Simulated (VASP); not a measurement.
# Na (P6_3/mmc) in VASP: a series of runs

The runs below take Na through single point, with PBEsol.

Everything below comes from runs of VASP 6.6.1. Logs are shortened: lines on timing, memory, paths and dates and some standing lists are left out, and cuts for length are marked.

### Step 1. The cell of the first run

It takes space group P6_3/mmc (No. 194, hexagonal). The conventional cell has a = 3.700 Å, b = 3.700 Å, c = 12.412 Å, α = 90.00°, β = 90.00°, γ = 120.00°. Na (site symmetry -6m2) has 12 Na at 3.70 to 3.77 Å within 4.9 Å. Na (site symmetry -3m) has 12 Na at 3.70 to 3.77 Å within 4.9 Å.

### Step 2. Single point, PBEsol

The input, INCAR:

```
PREC = Accurate ; ENCUT = 520
EDIFF = 1E-7 ; ISMEAR = -1
SIGMA = 0.05 ; LREAL = F
LASPH = T ; NELM = 80
ALGO = Normal ; ISIF = 2
LWAVE = F ; LCHARG = F
GGA = PS ; NBANDS = 22
```

The input, KPOINTS:

```
regular mesh
0
Gamma
  7 7 2
```

The input, POSCAR:

```
Na
1.0
    3.7003831212      0.0000000000      0.0000000000
   -1.8501915606      3.2046257867      0.0000000000
    0.0000000000      0.0000000000     12.4119483246
Na
4
Direct
    0.6666666667      0.3333333333      0.7500000000
    0.0000000000      0.0000000000      0.5000000000
    0.3333333333      0.6666666667      0.2500000000
    0.0000000000      0.0000000000      0.0000000000
```

Potentials or basis: VASP PAW PBE potentials, release 64 (Na_pv).

Run with:

```bash
> cat potpaw_PBE.64/Na_pv/POTCAR > POTCAR
> mpirun -np 1 vasp_std > vasp.out
```

OUTCAR:

```text
PREC = Accurate
   ENCUT = 520
   EDIFF = 1E-7
   ISMEAR = -1
   LREAL = F
   LASPH = T
   NELM = 80
   ISIF = 2
   GGA = PS

 ion  position               nearest neighbor table
   1  0.667  0.333  0.750-
   2  0.000  0.000  0.500-
   3  0.333  0.667  0.250-
   4  0.000  0.000  0.000-

  LATTYP: Found a hexagonal cell.
 ALAT       =     3.7003831212
 C/A-ratio  =     3.3542333099

  Lattice vectors:

 A1 = (   3.7003831212,   0.0000000000,   0.0000000000)
 A2 = (  -1.8501915606,   3.2046257867,   0.0000000000)
 A3 = (   0.0000000000,   0.0000000000,  12.4119483246)

Analysis of symmetry for initial positions (statically):
=====================================================================
 Subroutine PRICEL returns:
 Original cell was already a primitive cell.

 Routine SETGRP: Setting up the symmetry group for a
 hexagonal supercell.

 Subroutine GETGRP returns: Found 24 space group operations
 (whereof 12 operations were pure point group operations)
 out of a pool of 24 trial point group operations.

The static configuration has the point symmetry D_3d.
 The point group associated with its full space group is D_6h.

Analysis of symmetry for dynamics (positions and initial velocities):
=====================================================================
 Subroutine PRICEL returns:
 Original cell was already a primitive cell.

 Routine SETGRP: Setting up the symmetry group for a
 hexagonal supercell.

 Subroutine GETGRP returns: Found 24 space group operations
 (whereof 12 operations were pure point group operations)
 out of a pool of 24 trial point group operations.

The dynamic configuration has the point symmetry D_3d.
 The point group associated with its full space group is D_6h.

 Subroutine INISYM returns: Found 24 space group operations
 (whereof 12 operations are pure point group operations),
 and found     1 'primitive' translations

----------------------------------------------------------------------------------------

                                     Primitive cell

  volume of cell :     147.1851

  direct lattice vectors                    reciprocal lattice vectors
     3.700383121  0.000000000  0.000000000     0.270242288  0.156024458  0.000000000
    -1.850191561  3.204625787  0.000000000     0.000000000  0.312048915  0.000000000
     0.000000000  0.000000000 12.411948325     0.000000000  0.000000000  0.080567528

  length of vectors
     3.700383121  3.700383121 12.411948325     0.312048915  0.312048915  0.080567528

  position of ions in fractional coordinates (direct lattice)
     0.666666667  0.333333333  0.750000000
     0.000000000  0.000000000  0.500000000
     0.333333333  0.666666667  0.250000000
     0.000000000  0.000000000  0.000000000

  ion indices of the primitive-cell ions
   primitive index   ion index
                 1           1
                 2           2
                 3           3
                 4           4

----------------------------------------------------------------------------------------

 KPOINTS: regular mesh

Automatic generation of k-mesh.
 Grid dimensions read from file:
 generate k-points for:    7    7    2

 Generating k-lattice:

  Cartesian coordinates                     Fractional coordinates (reciprocal lattice)
     0.038606041  0.022289208  0.000000000     0.142857143 -0.000000000  0.000000000
     0.000000000  0.044578416  0.000000000     0.000000000  0.142857143  0.000000000
     0.000000000  0.000000000  0.040283764     0.000000000  0.000000000  0.500000000

  Length of vectors
     0.044578416  0.044578416  0.040283764

  Shift w.r.t. Gamma in fractional coordinates (k-lattice)
     0.000000000  0.000000000  0.000000000

 Subroutine IBZKPT returns following result:
 ===========================================

 Found     16 irreducible k-points:

 Following reciprocal coordinates:
            Coordinates               Weight
  0.000000  0.000000  0.000000      1.000000
  0.142857 -0.000000  0.000000      6.000000
  0.285714  0.000000  0.000000      6.000000
  0.428571  0.000000  0.000000      6.000000
  0.142857  0.142857  0.000000      6.000000
  0.285714  0.142857  0.000000     12.000000
[... 8 lines left out ...]
  0.428571  0.142857  0.500000      6.000000
  0.285714  0.285714  0.500000      6.000000
   k-points           NKPTS =     16   k-points in BZ     NKDIM =     16   number of bands    NBANDS=     22
   number of dos      NEDOS =    301   number of ions     NIONS =      4
   total plane-waves  NPLWV =  75264
   dimension x,y,z NGX =    28 NGY =   28 NGZ =   96
   dimension x,y,z NGXF=    56 NGYF=   56 NGZF=  192
   ions per type =               4
   NGX,Y,Z   is equivalent  to a cutoff of  12.58, 12.58, 12.86 a.u.
   NGXF,Y,Z  is equivalent  to a cutoff of  25.16, 25.16, 25.72 a.u.
 SYSTEM =  unknown system
   PREC   = accura    normal or accurate (medium, high low for compatibility)
   ISTART =      0    job   : 0-new  1-cont  2-samecut
   ICHARG =      2    charge: 1-file 2-atom 10-const
   ISPIN  =      1    spin polarized calculation?
   LNONCOLLINEAR =      F non collinear calculations
   LSORBIT =      F    spin-orbit coupling
   LASPH  =      T    aspherical Exc in radial PAW
   ENCUT  =  520.0 eV  38.22 Ry    6.18 a.u.   6.88  6.88 23.08*2*pi/ulx,y,z
   NELM   =     80;   NELMIN=  2; NELMDL= -5     # of ELM steps
   EDIFF  = 0.1E-06   stopping-criterion for ELM
   LREAL  =      F    real-space projection
   EDIFFG = 0.1E-05   stopping-criterion for IOM
   NSW    =      0    number of steps for IOM
   IBRION =     -1    ionic relax: 0-MD 1-quasi-New 2-CG
   NFREE  =      0    steps in history (QN), initial steepest desc. (CG)
   ISIF   =      2    stress and relaxation
   ISYM   =      2    0-nonsym 1-usesym 2-fastsym
   POTIM  = 0.5000    time-step for ionic-motion
   TEBEG  =    0.0;   TEEND  =   0.0 temperature during run
   PSTRESS=    0.0 pullay stress
   NELECT =      28.0000    total number of electrons
   NUPDOWN=      -1.0000    fix difference up-down
   EMIN   =  10.00;   EMAX   =-10.00  energy-range for DOS
   EFERMI =   0.00;   METHOD = LEGACY
   ISMEAR =    -1;   SIGMA  =   0.05  broadening in eV -4-tet -1-fermi 0-gaus
   EFERMI_NEDOS =   21; number of points for ismear=-14 and -15
   IALGO  =     38    algorithm
   IMIX   =      4    mixing-type and parameters
     AMIX     =   0.40;   BMIX     =  1.00
     AMIX_MAG =   1.60;   BMIX_MAG =  1.00
  volume/ion in A,a.u.               =      36.80       248.31
  Fermi-wavevector in a.u.,A,eV,Ry     =   0.941542  1.779256 12.061573  0.886501
  Thomas-Fermi vector in A             =   2.069063
   LORBIT       =      0    0 simple, 1 ext, 2 COOP (PROOUT), +10 PAW based schemes
   GGA     = PS    functional components
   LHFCALC =     F    Hartree Fock is set to
   AEXX    =    0.0000 exact exchange contribution
   IVDW    =     0    specifies the selected vdW correction
   LEPSILON=     F    determine dielectric tensor
   LRPA    =     F    only Hartree local field effects (RPA)
 non-spin polarized calculation
  energy-cutoff  :      520.00
  volume of cell :      147.19
 maximum number of plane-waves:      3984
 NGX is ok and might be reduce to    28
   NGX = 13   NGY = 13   NGZ = 47

 number of electron      28.0000029 magnetization

 Free energy of the ion-electron system (eV)
  ---------------------------------------------------
  ext. energy  EPLUGINS =         0.00000000
  ---------------------------------------------------
  free energy    TOTEN  =        -5.62900750 eV

  energy without entropy =       -5.61625589  energy(sigma->0) =       -5.62263169

 E-fermi :   0.2383     XC(G=0):  -6.5203

 val. band max:        0.1372124465   @ k =   0.1429   0.1429   0.5000
 cond. band min:       0.4267782624   @ k =   0.2857   0.0000   0.5000
 fundamental gap:      0.2895658159
 Fermi energy:         0.2382569476

 k-point     1 :       0.0000    0.0000    0.0000
  band No.  band energies     occupation
      1     -24.4825      2.00000
      2     -24.4658      2.00000
      3     -24.4654      2.00000
      4     -24.4538      2.00000
      5     -24.4538      2.00000
      6     -24.4517      2.00000
[... 14 lines left out ...]
     21      10.6064      0.00000
     22      10.8142      0.00000

 k-point     2 :       0.1429   -0.0000    0.0000
  band No.  band energies     occupation
      1     -24.4802      2.00000
      2     -24.4667      2.00000
      3     -24.4664      2.00000
      4     -24.4593      2.00000
      5     -24.4562      2.00000
      6     -24.4557      2.00000
[... 14 lines left out ...]
     21       8.2823      0.00000
     22       8.3388      0.00000

 k-point     3 :       0.2857    0.0000    0.0000
  band No.  band energies     occupation
      1     -24.4759      2.00000
      2     -24.4751      2.00000
      3     -24.4727      2.00000
      4     -24.4711      2.00000
      5     -24.4689      2.00000
      6     -24.4593      2.00000
[... 14 lines left out ...]
     21       6.7137      0.00000
     22       6.7405      0.00000

 k-point     4 :       0.4286    0.0000    0.0000
  band No.  band energies     occupation
      1     -24.4850      2.00000
      2     -24.4840      2.00000
      3     -24.4806      2.00000
      4     -24.4792      2.00000
      5     -24.4669      2.00000
      6     -24.4621      2.00000
[... 14 lines left out ...]
     21       5.1975      0.00000
     22       5.7088      0.00000

 k-point     5 :       0.1429    0.1429    0.0000
  band No.  band energies     occupation
      1     -24.4762      2.00000
      2     -24.4711      2.00000
      3     -24.4710      2.00000
      4     -24.4669      2.00000
      5     -24.4652      2.00000
      6     -24.4600      2.00000
[... 217 lines left out ...]
 k-point    14 :       0.2857    0.1429    0.5000
  band No.  band energies     occupation
      1     -24.4790      2.00000
      2     -24.4790      2.00000
      3     -24.4770      2.00000
      4     -24.4770      2.00000
      5     -24.4655      2.00000
      6     -24.4655      2.00000
[... 14 lines left out ...]
     21       5.0983      0.00000
     22       5.0983      0.00000

 k-point    15 :       0.4286    0.1429    0.5000
  band No.  band energies     occupation
      1     -24.4832      2.00000
      2     -24.4832      2.00000
      3     -24.4806      2.00000
      4     -24.4806      2.00000
      5     -24.4660      2.00000
      6     -24.4660      2.00000
[... 14 lines left out ...]
     21       5.1253      0.00000
     22       5.1253      0.00000

 k-point    16 :       0.2857    0.2857    0.5000
  band No.  band energies     occupation
      1     -24.4790      2.00000
      2     -24.4790      2.00000
      3     -24.4774      2.00000
      4     -24.4774      2.00000
      5     -24.4704      2.00000
      6     -24.4704      2.00000
[... 14 lines left out ...]
     21       4.6516      0.00000
     22       4.6516      0.00000

------------------------ aborting loop because EDIFF is reached ----------------------------------------

  FORCE on cell =-STRESS in cart. coord.  units (eV):
  Direction    XX          YY          ZZ          XY          YZ          ZX
  --------------------------------------------------------------------------------------
  -------------------------------------------------------------------------------------
  Total       -0.0358911     -0.0358911     -0.1930936      0.0000000      0.0000000      0.0000000
  in kB       -0.3906908     -0.3906908     -2.1019118      0.0000000      0.0000000      0.0000000
  external PRESSURE =      -0.9610978 kB  Pullay stress =       0.0000000 kB

 VOLUME and BASIS-vectors are now :
 -----------------------------------------------------------------------------
  energy-cutoff  :      520.00
  volume of cell :      147.19
      direct lattice vectors                 reciprocal lattice vectors
     3.700383121  0.000000000  0.000000000     0.270242288  0.156024458  0.000000000
    -1.850191561  3.204625787  0.000000000     0.000000000  0.312048915  0.000000000
     0.000000000  0.000000000 12.411948325     0.000000000  0.000000000  0.080567528

 POSITION                                       TOTAL-FORCE (eV/Angst)
 -----------------------------------------------------------------------------------
      1.85019      1.06821      9.30896         0.000000     -0.000000      0.000000
      0.00000      0.00000      6.20597        -0.000000      0.000000      0.000000
     -0.00000      2.13642      3.10299        -0.000000      0.000000     -0.000000
      0.00000      0.00000      0.00000        -0.000000      0.000000      0.000000
 -----------------------------------------------------------------------------------
    total drift:                                0.000000     -0.000000      0.000000

  FREE ENERGIE OF THE ION-ELECTRON SYSTEM (eV)
  ---------------------------------------------------
  free  energy   TOTEN  =        -5.6290075014 eV

  energy  without entropy=       -5.6162558868  energy(sigma->0) =       -5.62263169
```

Run time: 34 s. Hardware: 1 thread of Intel Xeon Platinum 8488C (Sapphire Rapids), shared host; peak memory 0.26 GiB.

What came out:

```yaml
Free_energy: -5.6290 eV
Pressure: -0.1 GPa
Band_gap_on_the_k_mesh: zero (band 14 reaches 1.52 eV, above the bottom of band 15 at -1.97 eV)
```

Stress tensor (GPa, compression positive):
```
-0.04  0.00  0.00
 0.00 -0.04  0.00
 0.00  0.00 -0.21
```

Caveat: the PAW data sets were made with another functional, which shifts forces and pressure a little.

(Part 1 of 2 ends here.)
